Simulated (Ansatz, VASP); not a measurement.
# TiO2: VASP beside Ansatz

INCAR

```
SYSTEM = TiO2
  PREC = Accurate
  ENCUT = 520
  EDIFF = 1E-7
  ISMEAR = 0
  SIGMA = 0.01
  LREAL = .False.
  LASPH = .True.
  NELM = 150
  ALGO = Normal
  ISIF = 2
  LWAVE = .False.
  LCHARG = .False.
  LMAXMIX = 4
  LDAU = .True.
  LDAUTYPE = 2
  LDAUL = 2 -1
  LDAUU = 4 0
  LDAUJ = 0 0
  LDAUPRINT = 1
  GGA = PE
  NBANDS = 33
```

KPOINTS

```
regular mesh
0
Gamma
  8 8 8
  0 0 0
```

File POSCAR:

```
TiO2
1.0
   -1.9090003421      1.9090003421      4.8875564234
    1.9090003421     -1.9090003421      4.8875564234
    1.9090003421      1.9090003421     -4.8875564234
Ti O
2 4
Direct
    0.0000000000      0.0000000000      0.0000000000
    0.7500000000      0.2500000000      0.5000000000
    0.9552981750      0.4552981750      0.5000000000
    0.2052981750      0.2052981750      0.0000000000
    0.5447018250      0.0447018250      0.5000000000
    0.7947018250      0.7947018250      0.0000000000
```

Input for Ansatz:

```yaml
crystal:
  lattice:
    - [-1.9090003421, 1.9090003421, 4.8875564234]
    - [1.9090003421, -1.9090003421, 4.8875564234]
    - [1.9090003421, 1.9090003421, -4.8875564234]
  atoms:
    - { symbol: Ti, position: [0.0, 0.0, 0.0] }
    - { symbol: Ti, position: [0.75, 0.25, 0.5] }
    - { symbol: O, position: [0.955298175, 0.455298175, 0.5] }
    - { symbol: O, position: [0.205298175, 0.205298175, 0.0] }
    - { symbol: O, position: [0.544701825, 0.044701825, 0.5] }
    - { symbol: O, position: [0.794701825, 0.794701825, 0.0] }
basis:
  ecutwfc: 420
  xc_grid: 2
kpoints:
  mp_grid: { grid: [8, 8, 8] }
  band_path: { path: [VBM, CBM], npoints: 2 }
hamiltonian:
  xc: pbe
  hubbard: { sites: [{ species: Ti, l: d, u_eff: 4.0 }] }
scf:
  occupations: { method: gaussian, width: 0.01 }
output:
  forces: true
  stress: true
  eigenvalues: true
```

Alike in both runs: task single point; functional PBE; k mesh 8 × 8 × 8; occupations gaussian, width 0.01 eV; no spin polarisation; Hubbard terms Ti d U = 4.0 eV.

|  | VASP | Ansatz |
| --- | --- | --- |
| version | VASP 6.6.1 | Ansatz 0.2.0 |
| potentials or method | VASP PAW PBE potentials, release 64 (Ti_sv, O), cutoff 520 eV | scalar-relativistic, plane waves, PAW |
| valence electrons in the cell | 48 | 48 |

VASP gave:

```
gap on the k mesh at the Fermi level (eV)                     : 2.68
least direct gap on the mesh (eV)                             : 2.95
pressure (GPa)                                                : 4.2
traceless stress, the component that is largest in VASP (GPa) : -0.60
rms of the force components (eV/Å)                            : 0.071
```

What did Ansatz give for the same quantities?

gap on the k mesh at the Fermi level (eV): 2.65; least direct gap on the mesh (eV): 2.91; pressure (GPa): 0.0; traceless stress, the component that is largest in VASP (GPa): 0.01; rms of the force components (eV/Å): 0.000.

The programs project onto different local orbitals, so the same U acts differently, and such runs can settle in different states. Atom by atom the forces differ by 0.071 eV/Å (rms over components).
